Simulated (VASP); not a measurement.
Here is a VASP 6.6.1 calculation.

Contents of INCAR:

```
SYSTEM = TaTiGe4
  PREC = Accurate
  ENCUT = 520
  EDIFF = 1E-6
  ISMEAR = 0
  SIGMA = 0.1
  LREAL = .False.
  LASPH = .True.
  NELM = 100
  ALGO = Normal
  ISIF = 2
  LWAVE = .False.
  LCHARG = .False.
  GGA = PE
  NBANDS = 48
```

KPOINTS

```
regular mesh
0
Gamma
  10 10 10
  0 0 0
```

Contents of POSCAR:

```
TaTiGe4
1.0
    0.0000000000      4.3506820608      4.4343356934
    2.5354923195      0.0000000000      4.4343356934
    2.5354923195      4.3506820608      0.0000000000
Ti Ta Ge
1 1 4
Direct
    0.5000000000      0.5000000000      0.5000000000
    0.7500000000      0.7500000000      0.7500000000
    0.0836859462      0.4163140538      0.0836859462
    0.1618031422      0.8381968578      0.1618031422
    0.8381968578      0.1618031422      0.8381968578
    0.4163140538      0.0836859462      0.4163140538
```

Potentials or basis: VASP PAW PBE potentials, release 64 (Ti_sv, Ta_pv, Ge_d).

Run with:

```bash
$ cat potpaw_PBE.64/Ti_sv/POTCAR potpaw_PBE.64/Ta_pv/POTCAR potpaw_PBE.64/Ge_d/POTCAR > POTCAR
$ mpirun -np 1 vasp_std > vasp.out
```

**Question.** What does it give for the band gap on the k mesh?

**Answer.** Zero (an odd number of electrons rules out a gap without spin polarisation).

**Question.** Predict the pressure.

**Answer.** 0.1 GPa.

**Question.** What does it give for the largest force?

**Answer.** 0.004 eV/Å.

Forces on the atoms (eV/Å):
```
Ti   0.000  0.000  0.000
Ta   0.000  0.000  0.000
Ge   0.000 -0.004  0.000
Ge   0.000 -0.004  0.000
Ge   0.000  0.004  0.000
Ge   0.000  0.004  0.000
```

Caveat: spin-orbit coupling is left out, which moves the levels of the heavy elements; an odd number of electrons without spin polarisation forces a metal; a magnetic or distorted state may lie lower.
